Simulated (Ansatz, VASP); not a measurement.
## Two plane-wave programs on W16Cl

INCAR

```
SYSTEM = W16Cl
ALGO = Normal
EDIFF = 1E-6
ENCUT = 400
GGA = PE
GGA_COMPAT = .False.
ISIF = 2
ISMEAR = 1
IVDW = 12
LASPH = .True.
LCHARG = .False.
LREAL = .False.
LWAVE = .False.
NBANDS = 130
NELM = 120
NELMDL = -8
PREC = Accurate
SIGMA = 0.1
```

Contents of KPOINTS:

```
k-points
0
Gamma
  1 2 1
  0 0 0
```

The input POSCAR:

```
W16Cl
1.0
    6.3200000000      0.0000000000      0.0000000000
    3.1600000000      4.4689148571      0.0000000000
    0.0000000000      0.0000000000     23.2033722856
W Cl
16 1
Direct
    0.7500000000      0.5000000000      0.1077429600
    0.2500000000      0.5000000000      0.1077429600
    0.7500000000      0.0000000000      0.1077429600
    0.2500000000      0.0000000000      0.1077429600
    0.0000000000      0.0000000000      0.2040417800
    0.5000000000      0.0000000000      0.2040417800
    0.0000000000      0.5000000000      0.2040417800
    0.5000000000      0.5000000000      0.2040417800
    0.7500309100      0.5000517800      0.3005348200
    0.2486987500      0.5033172400      0.2998051400
    0.7508607300     -0.0002065100      0.3012082300
    0.2486402000      0.0001741000      0.3012557000
    0.0062432500     -0.0135941700      0.3959121000
    0.4949274100      0.0089550600      0.3926714200
   -0.0039166900      0.5076810500      0.3953894100
    0.4972085300      0.5083619400      0.3954867700
   -0.1663120800      0.3349540500      0.4786468900
```

Input for Ansatz:

```yaml
crystal:
  lattice:
    - [6.32, 0.0, 0.0]
    - [3.16, 4.4689148571, 0.0]
    - [0.0, 0.0, 23.2033722856]
  atoms:
    - { symbol: W, position: [0.75, 0.5, 0.10774296] }
    - { symbol: W, position: [0.25, 0.5, 0.10774296] }
    - { symbol: W, position: [0.75, 0.0, 0.10774296] }
    - { symbol: W, position: [0.25, 0.0, 0.10774296] }
    - { symbol: W, position: [0.0, 0.0, 0.20404178] }
    - { symbol: W, position: [0.5, 0.0, 0.20404178] }
    - { symbol: W, position: [0.0, 0.5, 0.20404178] }
    - { symbol: W, position: [0.5, 0.5, 0.20404178] }
    - { symbol: W, position: [0.75003091, 0.50005178, 0.30053482] }
    - { symbol: W, position: [0.24869875, 0.50331724, 0.29980514] }
    - { symbol: W, position: [0.75086073, -0.00020651, 0.30120823] }
    - { symbol: W, position: [0.2486402, 0.0001741, 0.3012557] }
    - { symbol: W, position: [0.00624325, -0.01359417, 0.3959121] }
    - { symbol: W, position: [0.49492741, 0.00895506, 0.39267142] }
    - { symbol: W, position: [-0.00391669, 0.50768105, 0.39538941] }
    - { symbol: W, position: [0.49720853, 0.50836194, 0.39548677] }
    - { symbol: Cl, position: [-0.16631208, 0.33495405, 0.47864689] }
hamiltonian:
  xc: pbe
  dispersion: d3bj
kpoints:
  mp_grid: { grid: [1, 2, 1] }
scf:
  occupations: { method: methfessel_paxton, width: 0.1 }
  max_iter: 140
  lower_state_search: "off"
output:
  forces: true
```

Alike in both runs: task single point; functional PBE; dispersion D3(BJ); k mesh 1 × 2 × 1; occupations methfessel-paxton of order 1, width 0.1 eV; no spin polarisation.

|  | VASP | Ansatz |
| --- | --- | --- |
| version | VASP 6.6.1 | Ansatz 0.2.0 |
| potentials or method | VASP PAW PBE potentials, release 64 (W_sv, Cl) | scalar-relativistic, plane waves, PAW |
| plane-wave cutoff (eV) | 400 | 420 |
| valence electrons in the cell | 231 | 231 |

Ansatz gave:

- rms of the force components (eV/Å): 0.327

Q: Estimate VASP's values.

A: rms of the force components (eV/Å): 0.321.

Atom by atom the forces differ by 0.012 eV/Å (rms over components).

The k mesh is coarse, so the values compare programs but aren't converged. Neither program's run includes spin-orbit coupling.
